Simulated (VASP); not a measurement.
Set up this calculation in VASP 6.6.1, as the native input.

- Task: single point
- Functional: PBE
- Potentials or basis: VASP PAW PBE potentials, release 64 (Al, Co)
- Cutoff: 520 eV
- k mesh: 1 × 1 × 1, shifted
- Occupations: fermi-dirac, width 0.1137 eV
- Spin: no spin polarisation
- Dipole correction: no
- Further INCAR settings: LREAL = Auto; ALGO = Normal; EDIFF = 1e-06; NBANDS = 70; ISYM = 0

The structure of Al3Co2 lies in POSCAR:

```
Al3Co2
1.0
    6.8856700000      0.2998370000     -0.1355360000
    0.2998370000      6.3232090000      0.0556060000
   -0.1355360000      0.0556060000      6.4305730000
Al Co
12 8
Direct
    0.2260107720      0.1062202565      0.9075769939
    0.8656427132      0.6761292016     -0.0087754372
    0.6607089194      0.3401766052      0.3755394712
    0.6629163929      0.7817494089      0.3044498645
    0.3097046298      0.8529642378      0.5532487070
    0.1299061446      0.3638616924      0.1665612172
    0.9649458083      0.8826726630      0.7006944792
    0.3905616509      0.7240139465      0.9119998551
    0.1044890521      0.8351154488      0.1846346505
   -0.1855862821      0.2462347570     -0.1903966804
    0.9815878637      0.5156855263      0.4925238052
    0.3624377033      0.3412645333      0.6320324800
    0.6396577390      0.9780608408     -0.0946690753
    0.6670587000      0.5976210151      0.6636611005
    0.8897645444      0.0957619842      0.1934616381
    0.1374645666      0.5234452831     -0.1746554002
    0.3815855537      0.0713260752      0.2737088004
    0.3759820283      0.5972967527      0.2770469781
    0.5547382922      0.3827004939      0.0004986438
    0.0923338763      0.1467733661      0.5603211540
```

These files were run (other wordings do the same):

INCAR

```
  ALGO = Normal
  EDIFF = 1E-6
  ENCUT = 520
  GGA = PE
  ISIF = 2
  ISMEAR = -1
  ISYM = 0
  LASPH = True
  LCHARG = False
  LREAL = Auto
  LWAVE = False
  NBANDS = 70
  NELM = 100
  PREC = Accurate
  SIGMA = 0.1137
```

KPOINTS

```
Automatic mesh
0
Gamma
  1 1 1
  0.25 0.25 0.25
```

Potentials or basis: VASP PAW PBE potentials, release 64 (Al, Co).

Run with:

```bash
$ cat potpaw_PBE.64/Al/POTCAR potpaw_PBE.64/Co/POTCAR > POTCAR
$ mpirun -np 1 vasp_std > vasp.out
```

Results of the run:

```json
{
  "Pressure": "0.5 GPa",
  "Largest force": "3.597 eV/Å",
  "Band gap on the k mesh": "0.14 eV"
}
```

Caveat: the k points lie up to 1.00 Å⁻¹ apart.

Wall time 2.1 min on 1 thread of Intel(R) Xeon(R) Platinum 8259CL CPU @ 2.50GHz (Skylake/Cascade Lake), with other jobs on the host, peak memory 0.34 GiB.
